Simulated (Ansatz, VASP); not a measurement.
# Zn in VASP and in Ansatz

Contents of INCAR:

```
PREC = Accurate
ENCUT = 520
EDIFF = 1E-7
ISMEAR = 0
SIGMA = 0.02
LREAL = False
LASPH = True
NELM = 80
ALGO = Fast
ISIF = 2
LWAVE = False
LCHARG = False
GGA = PE
NBANDS = 12
```

File KPOINTS:

```
regular mesh
0
Gamma
  12 12 12
```

The input POSCAR:

```
Zn
1.0
    0.0000000000      1.9647760000      1.9647760000
    1.9647760000      0.0000000000      1.9647760000
    1.9647760000      1.9647760000      0.0000000000
Zn
1
Direct
    0.0000000000      0.0000000000      0.0000000000
```

File input.yaml:

```yaml
crystal:
  lattice:
    - [0.0, 1.964776, 1.964776]
    - [1.964776, 0.0, 1.964776]
    - [1.964776, 1.964776, 0.0]
  atoms:
    - { symbol: Zn, position: [0.0, 0.0, 0.0] }
hamiltonian:
  xc: pbe
  pseudopotentials: { kind: paw }
kpoints:
  mp_grid: { grid: [12, 12, 12] }
scf:
  occupations: { method: gaussian, width: 0.02 }
output:
  forces: true
  stress: true
  eigenvalues: true
```

Alike in both runs: task single point; functional PBE; k mesh 12 × 12 × 12; occupations gaussian, width 0.02 eV; no spin polarisation.

|  | VASP | Ansatz |
| --- | --- | --- |
| version | VASP 6.6.1 | Ansatz 0.2.0 |
| potentials or method | VASP PAW PBE potentials, release 64 (Zn) | Ansatz PAW |
| plane-wave cutoff (eV) | 520 | 420 |
| valence electrons in the cell | 12 | 12 |

VASP gave:

```
gap on the k mesh at the Fermi level (eV) : none
pressure (GPa)                            : 0.2
```

Estimate Ansatz's values.

gap on the k mesh at the Fermi level (eV): none; pressure (GPa): -0.1.

A gap of «none» marks a metal or a gap that the smearing closes. With one functional, cell and mesh, what is left measures potentials, basis and numerics.
